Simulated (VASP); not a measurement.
Mg6F: single point with PBE

Mg6F, a slab with vacuum:

```
CELL_PARAMETERS angstrom
3.20344 0.00000 0.00000
-1.60172 7.81532 0.00000
0.00000 0.00000 20.98511
ATOMIC_POSITIONS crystal
Mg 0.84939 0.69878 0.19061
Mg 0.52100 0.04200 0.21976
Mg 0.19261 0.38523 0.24891
Mg 0.37107 0.74148 0.32830
Mg 0.04262 0.08345 0.35424
Mg 0.71282 0.42511 0.38051
F 0.71282 0.42511 0.55826
```

```
Program                : VASP 6.6.1
Task                   : single point
Functional             : PBE
Potentials or basis    : VASP PAW PBE potentials, release 64 (Mg, F)
Cutoff                 : 520 eV
k mesh                 : 9 × 4 × 1
Occupations            : gaussian, width 0.1 eV
Spin                   : no spin polarisation
Dipole correction      : yes
Further INCAR settings : ALGO = Normal; EDIFF = 1e-06; NBANDS = 18
```

| Property | Result |
| --- | --- |
| Largest force | 0.746 eV/Å |
| Band gap on the k mesh | zero (an odd number of electrons rules out a gap without spin polarisation) |

Forces on the atoms (eV/Å):
```
Mg   0.001  0.045  0.123
Mg  -0.001 -0.060  0.030
Mg   0.001  0.017 -0.111
Mg   0.000  0.026 -0.011
Mg  -0.001 -0.041  0.065
Mg   0.000  0.027  0.651
F    0.001 -0.015 -0.746
```

Levels at points of the mesh, in eV from the Fermi level:
```tsv
k point	band 7	band 8	band 9	band 10	band 11	band 12	band 13	band 14
(0.00, 0.00, 0.00)	-1.56	-0.62	-0.26	-0.19	0.06	1.06	1.37	2.53
(0.00, 0.50, 0.00)	-0.57	-0.45	-0.33	-0.18	-0.10	0.06	1.18	1.89
```

Run time: 11 min on 1 thread of Oxide Virtual Turin-like Processor, with other jobs on the host, peak memory 0.54 GiB.

Caveat: an odd number of electrons without spin polarisation forces a metal; a magnetic or distorted state may lie lower.
